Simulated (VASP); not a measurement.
Wanted: the native input for a VASP 6.6.1 run.

```
Task                   : single point
Functional             : PBEsol
Potentials or basis    : VASP PAW PBE potentials, release 64 (Ce, C)
Cutoff                 : 520 eV
k mesh                 : 10 × 10 × 10
Occupations            : gaussian, width 0.05 eV
Spin                   : no spin polarisation
Dipole correction      : no
Further INCAR settings : ALGO = Normal; EDIFF = 1e-06; NBANDS = 15
```

The structure of CeC lies in POSCAR:

```
CeC
1.0
    0.0000000000      2.7113585900      2.7113585900
    2.7113585900      0.0000000000      2.7113585900
    2.7113585900      2.7113585900      0.0000000000
Ce C
1 1
Direct
    0.0368818792     -0.0368818792      0.0368818792
    0.2500000000      0.2500000000      0.2500000000
```

This cell differs from its parent crystal: atom 1 (Ce) moved 0.2 Å along y.

These files were run (other wordings do the same):

INCAR

```
ALGO = Normal
EDIFF = 1E-6
ENCUT = 520
GGA = PS
ISIF = 2
ISMEAR = 0
LASPH = True
LCHARG = False
LREAL = False
LWAVE = False
NBANDS = 15
NELM = 100
PREC = Accurate
SIGMA = 0.05
```

KPOINTS

```
k-points
0
Gamma
  10 10 10
```

Potentials or basis: VASP PAW PBE potentials, release 64 (Ce, C).

Run with:

```sh
$ cat potpaw_PBE.64/Ce/POTCAR potpaw_PBE.64/C/POTCAR > POTCAR
$ mpirun -np 1 vasp_std > vasp.out
```

Results of the run:

```
Pressure               : 1.1 GPa
Largest force          : 1.138 eV/Å
Band gap on the k mesh : zero (band 8 reaches 6.16 eV, above the bottom of band 9 at 6.09 eV)
```

Caveat: the cell differs from its parent crystal (atom 1 (Ce) moved 0.2 Å along y); the PAW data sets were made with another functional, which shifts forces and pressure a little; spin-orbit coupling is left out, which moves the levels of the heavy elements; without U or exact exchange the open f shell lies at the Fermi level, which spoils levels, moments and volumes.

Run time: 78 s on 1 thread of Intel(R) Xeon(R) 6975P-C (Granite Rapids), with other jobs on the host, peak memory 0.28 GiB.
